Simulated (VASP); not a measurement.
# W: relaxation of volume and atoms at fixed shape with r2SCAN

Crystal: W.

```
W
1.0
     3.16000    0.00000    0.00000
     0.00000    3.16000    0.00000
     0.00000    0.00000    3.16000
W
2
Direct
  0.00000 0.00000 0.00000
  0.50000 0.50000 0.50000
```

| Property | Result |
| --- | --- |
| Program | VASP 6.6.1 |
| Task | relaxation of volume and atoms at fixed shape |
| Functional | r2SCAN |
| Potentials or basis | VASP PAW PBE potentials, release 64 (W_sv) |
| Cutoff | 600 eV |
| k mesh | 7 × 7 × 7 |
| Occupations | fermi-dirac, width 0.1 eV |
| Spin | no spin polarisation |
| Dipole correction | no |
| Further INCAR settings | ALGO = Normal; EDIFF = 1e-06; IBRION = 2; EDIFFG = -0.02; NSW = 80; ISIF = 8 |

```json
{
  "Relaxed volume": "16.01 Å³/atom",
  "Relaxed cell": "a = 3.176 Å, b = 3.176 Å, c = 3.176 Å, α = 90.00°, β = 90.00°, γ = 90.00°",
  "Space group after relaxing (to 0.05 Å)": "Im-3m (No. 229)",
  "Energy gained by relaxing": "3.3 meV/atom",
  "Ionic steps": "3",
  "Pressure after relaxing": "-0.1 GPa",
  "Band gap on the k mesh": "zero (band 14 reaches 11.29 eV, above the bottom of band 15 at 11.09 eV)"
}
```

The path:
| step | energy change (eV) | largest force (eV/Å) | pressure (GPa) | volume (Å³) |
| --- | --- | --- | --- | --- |
| 1 | 0.0000 | 0.0000 | 4.80 | 31.55 |
| 2 | 0.0812 | 0.0000 | -15.27 | 33.76 |
| 3 | -0.0066 | 0.0000 | -0.09 | 32.02 |

Final structure:
```yaml
crystal:
  lattice:
    - [3.17551, 0.00000, 0.00000]
    - [0.00000, 3.17551, 0.00000]
    - [0.00000, 0.00000, 3.17551]
  atoms:
    - { symbol: W, position: [0.00000, 0.00000, 0.00000] }
    - { symbol: W, position: [0.50000, 0.50000, 0.50000] }
```

Levels at points of the mesh, in eV from the Fermi level:
| k point | band 12 | band 13 | band 14 | band 15 | band 16 | band 17 |
| --- | --- | --- | --- | --- | --- | --- |
| (0.00, 0.00, 0.00) | -1.30 | -1.30 | -1.30 | 2.50 | 2.50 | 5.23 |

Wall time 64 s on 1 thread of Intel(R) Xeon(R) 6975P-C (Granite Rapids) (shared host), peak memory 0.17 GiB.

Caveat: the PAW data sets were made with another functional, which shifts forces and pressure a little; spin-orbit coupling is left out, which moves the levels of the heavy elements.
